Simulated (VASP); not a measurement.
## BaTiO3: single point with BLYP

The system is BaTiO3.

```
Ba Ti O
1.0
     4.00420    0.00000    0.00000
     0.01139    4.00418    0.00000
     0.01139    0.01136    4.00417
Ba Ti O
1 1 3
Cartesian
  0.0000 0.0000 0.0000
  1.9511 1.9455 1.9400
  2.0425 2.0367 0.0701
  0.0817 2.0423 2.0365
  2.0425 0.0759 2.0365
```

- Program: VASP 6.6.1
- Task: single point
- Functional: BLYP
- Potentials or basis: VASP PAW PBE potentials, release 64 (Ba_sv, Ti_sv, O_h)
- Cutoff: 910 eV
- k mesh: 6 × 6 × 6
- Occupations: gaussian, width 0.01 eV
- Spin: no spin polarisation

* Pressure: 12.3 GPa
* Largest force: 0.341 eV/Å
* Band gap on the k mesh: 2.41 eV, indirect (least direct gap 2.79 eV)

Forces in eV/Å, atoms in the order of the input:
```
Ba  -0.075 -0.075 -0.074
Ti   0.197  0.197  0.196
O    0.054  0.054 -0.231
O   -0.231  0.055  0.055
O    0.054 -0.231  0.055
```

Stress tensor (GPa, compression positive):
```
12.29 -0.13 -0.13
-0.13 12.29 -0.13
-0.13 -0.13 12.29
```

Levels at points of the mesh, in eV from the valence-band top:
```csv
k point,band 16,band 17,band 18,band 19,band 20,band 21,band 22,band 23,band 24,band 25
"(0.00, 0.00, 0.00)",-1.28,-1.04,-0.52,-0.39,-0.39,2.41,2.41,2.54,4.44,4.44
"(0.50, 0.00, 0.00)",-2.04,-1.64,-1.58,-0.94,-0.81,2.57,3.75,3.85,4.41,6.14
"(0.50, 0.50, 0.00)",-2.64,-1.57,-0.87,-0.82,-0.09,3.82,3.83,4.17,5.04,7.76
"(0.50, 0.50, 0.50)",-2.35,-2.30,-0.02,-0.02,0.00,4.29,4.44,4.44,6.77,6.77
```

Run time: 2.8 min on 1 thread of Intel(R) Xeon(R) Platinum 8375C CPU @ 2.90GHz (Ice Lake) (shared host), peak memory 0.33 GiB.

Caveat: the cutoff is under 1.25 times the usual one of these potentials, so pressure, stress and relaxed cells hold a basis-set (Pulay) error; the PAW data sets were made with another functional, which shifts forces and pressure a little; spin-orbit coupling is left out, which moves the levels of the heavy elements. As with any semilocal functional, this BLYP gap is likely too small.
